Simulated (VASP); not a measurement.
Here is a VASP 6.6.1 calculation.

Contents of INCAR:

```
  PREC = Accurate
  ENCUT = 520
  EDIFF = 1E-6
  ISMEAR = -1
  SIGMA = 0.1
  LREAL = False
  LASPH = True
  NELM = 80
  ALGO = Normal
  ISIF = 2
  LWAVE = False
  LCHARG = False
  GGA = B5
  ALDAX = 1.0
  AGGAX = 1.0
  AGGAC = 1.0
  ALDAC = 0.0
  NBANDS = 10
```

File KPOINTS:

```
Automatic mesh
0
Gamma
  15 15 15
```

The input POSCAR:

```
Co
1.0
    0.0000000000      1.7544681297      1.7544681297
    1.7544681297      0.0000000000      1.7544681297
    1.7544681297      1.7544681297      0.0000000000
Co
1
Direct
    0.0000000000      0.0000000000      0.0000000000
```

Potentials or basis: VASP PAW PBE potentials, release 64 (Co).

The run is started by

```console
$ cat potpaw_PBE.64/Co/POTCAR > POTCAR
$ mpirun -np 1 vasp_std > vasp.out
```

Task: Predict the pressure.

Result: -0.1 GPa.

Caveat: the PAW data sets were made with another functional, which shifts forces and pressure a little; the run has no spin polarisation, though such a crystal can be magnetic. Spin polarisation is off, so any magnetic state and its effect on volume and gap are missing.
